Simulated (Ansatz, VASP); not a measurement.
## Sn2H6Pt: VASP beside Ansatz

```
Sn H Pt
1.0
     0.00000    3.89372    3.89372
     3.89372    0.00000    3.89372
     3.89372    3.89372    0.00000
Sn H Pt
2 6 1
Direct
  0.25000 0.25000 0.25000
  0.75000 0.75000 0.75000
  0.78204 0.21796 0.21796
  0.21796 0.78204 0.78204
  0.21796 0.78204 0.21796
  0.78204 0.21796 0.78204
  0.21796 0.21796 0.78204
  0.78204 0.78204 0.21796
  0.00000 0.00000 0.00000
```

Change from the starting cell: ordered vacancies on the cation sites of perovskite (Fm-3m, No. 225).

Alike in both runs: functional PBE; k mesh 8 × 8 × 8; occupations gaussian, width 0.1 eV; no spin polarisation.

Ansatz relaxed the structure, and its values are those at the end. VASP's run is a single point on that final structure, the one shown.

```csv
,VASP,Ansatz
version,VASP 6.6.1,Ansatz 0.2.0
potentials or method,"VASP PAW PBE potentials, release 64 (Sn_d, H, Pt), cutoff 520 eV","scalar-relativistic, plane waves, PAW"
valence electrons in the cell,44,52
```

```csv
,VASP,Ansatz,Ansatz less VASP
gap on the k mesh at the Fermi level (eV),none,none,-
pressure (GPa),-0.1,0.0,+0.14
rms of the force components (eV/Å),0.007,0.003,-0.0037
```

A gap of «none» marks a metal or a gap that the smearing closes. VASP's potentials hold 44 valence electrons a cell and Ansatz's 52, so a difference there can come from the potentials and not from the codes.

Neither program's run includes spin-orbit coupling.
